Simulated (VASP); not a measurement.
The system is InSe.

```
CELL_PARAMETERS angstrom
8.75025 0.00000 0.00000
7.83599 3.89411 0.00000
7.83599 1.83973 3.43213
ATOMIC_POSITIONS crystal
In 0.00000 0.00000 0.00000
In 0.11140 0.11140 0.11140
Se 0.61650 0.61650 0.61650
Se 0.82810 0.82810 0.82810
```

| Item | Value |
| --- | --- |
| Program | VASP 6.6.1 |
| Task | relaxation of cell and atoms |
| Functional | LDA |
| Potentials or basis | VASP PAW LDA potentials, release 64 (In_d, Se) |
| Cutoff | 600 eV |
| k mesh | 6 × 6 × 6 |
| Occupations | gaussian, width 0.01 eV |
| Spin | no spin polarisation |

At the start: pressure -1.3 GPa; volume 29.24 Å³/atom.

How do energy, volume and symmetry change on relaxing?

Over 13 steps the energy falls by 6.9 meV/atom and the volume is 27.86 Å³/atom (-4.7 %); space group R3m (No. 160, to 0.1 Å) before and after.

Step by step:
| step | energy change (eV) | largest force (eV/Å) | pressure (GPa) | volume (Å³) |
| --- | --- | --- | --- | --- |
| 1 | 0.0000 | 0.2517 | -1.32 | 116.95 |
| 2 | -0.0208 | 0.1760 | 0.36 | 112.93 |
| 3 | -0.0211 | 0.1534 | 0.22 | 113.33 |
| 4 | -0.0230 | 0.0962 | -0.06 | 113.43 |
| 5 | -0.0231 | 0.0718 | -0.01 | 113.41 |
| 6 | -0.0237 | 0.0535 | -0.07 | 113.39 |
| 7 | -0.0246 | 0.0321 | -0.26 | 113.35 |
| 8 | -0.0249 | 0.0253 | -0.21 | 113.18 |
| 9 | -0.0257 | 0.0219 | -0.06 | 112.67 |
| 10 | -0.0260 | 0.0486 | 0.25 | 111.67 |
| 11 | -0.0261 | 0.0405 | 0.17 | 111.98 |
| 12 | -0.0266 | 0.0318 | 0.16 | 111.84 |
| 13 | -0.0275 | 0.0363 | 0.16 | 111.43 |

Final structure:
```xyz
4
Lattice="8.4984 -0.0411 -0.0246 7.5921 3.8188 -0.0246 7.5921 1.7825 3.3774" Properties=species:S:1:pos:R:3 pbc="T T T"
In   23.6800    5.5596    3.3278
In    2.6399    0.6198    0.3710
Se   14.5538    3.4169    2.0453
Se   19.6592    4.6156    2.7628
```

Caveat: the relaxation stopped at a loose force limit of 0.05 eV/Å, so its end isn't a converged minimum.
